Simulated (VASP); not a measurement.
A run of VASP 6.6.1:

File INCAR:

```
  PREC = Accurate
  ENCUT = 520
  EDIFF = 1E-7
  ISMEAR = 0
  SIGMA = 0.01
  LREAL = Auto
  LASPH = T
  NELM = 80
  ALGO = Fast
  ISIF = 2
  LWAVE = F
  LCHARG = F
  GGA = PE
  NBANDS = 189
```

KPOINTS

```
Automatic mesh
0
Gamma
  2 2 2
```

Contents of POSCAR:

```
Sn17Se16
1.0
    0.0000000000      0.0000000000      9.1345598948
    0.0000000000      8.4107882824     -4.5672799474
  -11.7847581484      0.0000000000      0.0000000000
Sn Se
17 16
Direct
    0.3435084892      0.3758169819      0.3969944140
    0.8756160623      0.3761609401      0.3754344764
    0.6244551222      0.8738390599      0.3754344764
    0.0926915072      0.8741830181      0.3969944140
    0.4949325003      0.1250000000      0.1180369004
   -0.0146492013      0.1250000000      0.1127867037
    0.7416190766      0.6196516263      0.1268208990
    0.2469674504      0.6303483737      0.1268208990
    0.4154347487      0.1250000000      0.5868099714
    0.8478382707      0.1250000000      0.6019104866
    0.6098275311      0.6172505050      0.6095498905
    0.1175770261      0.6327494950      0.6095498905
    0.2922318480      0.4309532292      0.9307579992
    0.7498021939      0.3798165840      0.8725857289
    0.4949856099      0.8701834160      0.8725857289
    0.9862786188      0.8190467708      0.9307579992
    0.1399901511      0.1250000000      0.7866629291
    0.4147710789      0.1250000000      0.8833294150
    0.8238301127      0.1250000000      0.8399619379
    0.6032938209      0.6230258944      0.8446170741
    0.1052679265      0.6269741056      0.8446170741
    0.5453429255      0.1250000000      0.3661471079
    0.0254086544      0.1250000000      0.3445428091
    0.7815360442      0.6199559724      0.3579060829
    0.2865800718      0.6300440276      0.3579060829
    0.1856029879      0.3772316306      0.6211833618
    0.7177335934      0.3833076580      0.6366431381
    0.4594259355      0.8666923420      0.6366431381
    0.9333713573      0.8727683694      0.6211833618
    0.4141314047      0.3741261870      0.1431403781
    0.9103992733      0.3787066830      0.1392724265
    0.6566925902      0.8712933170      0.1392724265
    0.1650052177      0.8758738130      0.1431403781
```

Potentials or basis: VASP PAW PBE potentials, release 64 (Sn_d, Se).

The run is started by

```console
$ cat potpaw_PBE.64/Sn_d/POTCAR potpaw_PBE.64/Se/POTCAR > POTCAR
$ mpirun -np 1 vasp_std > vasp.out
```

Hardware: 1 thread of Oxide Virtual Turin-like Processor, with other jobs on the host.

Task: Estimate the wall time of this run.

Result: Wall time 76 min on 1 thread of Oxide Virtual Turin-like Processor, with other jobs on the host, peak memory 1.2 GiB. Counts: scf iterations 30, k points 6.
